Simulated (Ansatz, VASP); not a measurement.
One calculation of BaRu3, two programs

```
Ba Ru
1.0
     4.15366    0.00000    0.00000
     0.00000    4.15366    0.00000
     0.00000    0.00000    4.15366
Ba Ru
1 3
Direct
  0.00000 0.00000 0.00000
  0.00000 0.50000 0.50000
  0.50000 0.00000 0.50000
  0.50000 0.50000 0.00000
```

Alike in both runs: task relaxation of cell and atoms; functional PBE; k mesh 12 × 12 × 12; occupations gaussian, width 0.1 eV; no spin polarisation.

```csv
,VASP,Ansatz
version,VASP 6.6.1,Ansatz 0.2.0
potentials or method,"VASP PAW PBE potentials, release 64 (Ba_sv, Ru_pv), cutoff 600 eV","scalar-relativistic, plane waves, PAW"
valence electrons in the cell,52,58
```

VASP gave:

| Item | Value |
| --- | --- |
| gap on the k mesh at the Fermi level, each at its own relaxed structure (eV) | none |
| relaxed volume (Å³/atom) | 18.61 |
| relaxed cell length with the largest relative difference (Å) | 4.206 |

**Question.** Estimate Ansatz's values.

**Answer.** gap on the k mesh at the Fermi level, each at its own relaxed structure (eV): none; relaxed volume (Å³/atom): 17.95; relaxed cell length with the largest relative difference (Å): 4.156.

A gap of «none» marks a metal or a gap that the smearing closes. VASP's potentials hold 52 valence electrons a cell and Ansatz's 58, so a difference there can come from the potentials and not from the codes.

Neither program's run includes spin-orbit coupling.
